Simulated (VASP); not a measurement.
# TiTe2: single point with PBEsol

The system is TiTe2.

```xyz
3
Lattice="3.3179 0.0000 0.0000 -1.6589 2.8734 0.0000 0.0000 0.0000 5.8639" Properties=species:S:1:pos:R:3 pbc="T T T"
Te    0.0000    1.9156    4.1221
Te    1.6589    0.9578    1.7418
Ti    0.0000    0.0000    0.0000
```

```
Program                : VASP 6.6.1
Task                   : single point
Functional             : PBEsol
Potentials or basis    : VASP PAW PBE potentials, release 64 (Te, Ti_sv)
Cutoff                 : 520 eV
k mesh                 : 8 × 8 × 4
Occupations            : fermi-dirac, width 0.05 eV
Spin                   : no spin polarisation
Dipole correction      : no
Further INCAR settings : ALGO = Normal; EDIFF = 1e-06; NBANDS = 19
```

| Quantity | Value |
| --- | --- |
| Pressure | 30.1 GPa |
| Largest force | 0.004 eV/Å |
| Band gap on the k mesh | zero (band 12 reaches 12.66 eV, above the bottom of band 13 at 11.57 eV) |

Forces on the atoms (eV/Å):
```
Te   0.000  0.000 -0.004
Te   0.000  0.000  0.004
Ti   0.000  0.000  0.000
```

Levels at points of the mesh, in eV from the Fermi level:
| k point | band 10 | band 11 | band 12 | band 13 | band 14 | band 15 |
| --- | --- | --- | --- | --- | --- | --- |
| (0.00, 0.00, 0.00) | -0.42 | 0.71 | 0.71 | 1.79 | 2.56 | 2.56 |
| (0.50, 0.00, 0.00) | -3.21 | -1.68 | -1.66 | -0.38 | 2.17 | 2.17 |
| (0.00, 0.00, 0.50) | -1.18 | 0.68 | 0.68 | 1.38 | 1.38 | 1.85 |
| (0.50, 0.00, 0.50) | -2.69 | -1.18 | -0.51 | 0.32 | 2.16 | 2.65 |

Run time: 18 s on 1 thread of Intel(R) Xeon(R) 6975P-C (Granite Rapids), with other jobs on the host, peak memory 0.2 GiB.

Caveat: the PAW data sets were made with another functional, which shifts forces and pressure a little; spin-orbit coupling is left out, which moves the levels of the heavy elements.
